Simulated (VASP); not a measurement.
A run of VASP 6.6.1:

INCAR

```
SYSTEM = GeN
ALGO = Normal
EDIFF = 1E-6
ENCUT = 1330
GGA = PE
GGA_COMPAT = .False.
ISIF = 2
ISMEAR = 0
LASPH = .True.
LCHARG = .False.
LREAL = .False.
LWAVE = .False.
NBANDS = 27
NELM = 120
PREC = Accurate
SIGMA = 0.1
```

The input KPOINTS:

```
k-points
0
Gamma
  6 6 6
  0 0 0
```

Contents of POSCAR:

```
GeN
1.0
    2.7622940762     -4.3551221361      0.0000000000
    2.7622940762      4.3551221361      0.0000000000
    0.0000000000      0.0000000000      3.0671043500
Ge N
2 2
Direct
    0.2154888672      0.7845111328      0.0000000000
    0.7845111328      0.2154888672      0.0000000000
    0.0766262687      0.9233737313      0.5000000000
    0.9233737313      0.0766262687      0.5000000000
```

Potentials or basis: VASP PAW PBE potentials, release 64 (Ge_d, N_h).

Launch:

```sh
$ cat potpaw_PBE.64/Ge_d/POTCAR potpaw_PBE.64/N_h/POTCAR > POTCAR
$ mpirun -np 1 vasp_std > vasp.out
```

Hardware: 1 thread of Intel(R) Xeon(R) Platinum 8375C CPU @ 2.90GHz (Ice Lake), on a shared host.

Task: How long does it take, and how much memory?

Result: Run time: 6.4 min on 1 thread of Intel(R) Xeon(R) Platinum 8375C CPU @ 2.90GHz (Ice Lake) (shared host), peak memory 0.62 GiB. Counts: scf iterations 14, k points 52.
